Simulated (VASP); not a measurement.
Runs of VASP 6.6.1 on B. The structure is that of space group Fm-3m (No. 225), or close to it. The cells are those of the table. 

| task | cell | cutoff (eV) | k mesh for the DOS | occupations for the DOS | gap on the mesh (eV) | pressure (GPa) |
| --- | --- | --- | --- | --- | --- | --- |
| single point | a = 1.849 Å, angles 60.0°, 1 atom | 520 | - | - | none | (a) |
| single point | a = 1.971 Å, angles 60.0°, 1 atom | 520 | - | - | none | 26.5 |
| relaxation of cell and atoms | relaxed from a = 2.095 Å, angles 60.0°, 1 atom | 600 | - | - | none | 0.0 |
| single point | a = 2.027 Å, angles 60.0°, 1 atom | 520 | - | - | none | 0.0 |

Alike in all rows: level PBE; potentials or basis VASP PAW PBE potentials, release 64 (B); no spin polarisation; k mesh 24 × 24 × 24; smearing fermi-dirac 0.05 eV.

Task: Fill in the values left out.

Result: (a) 123.4.

A gap of «none» marks levels without a gap at the run's occupations.
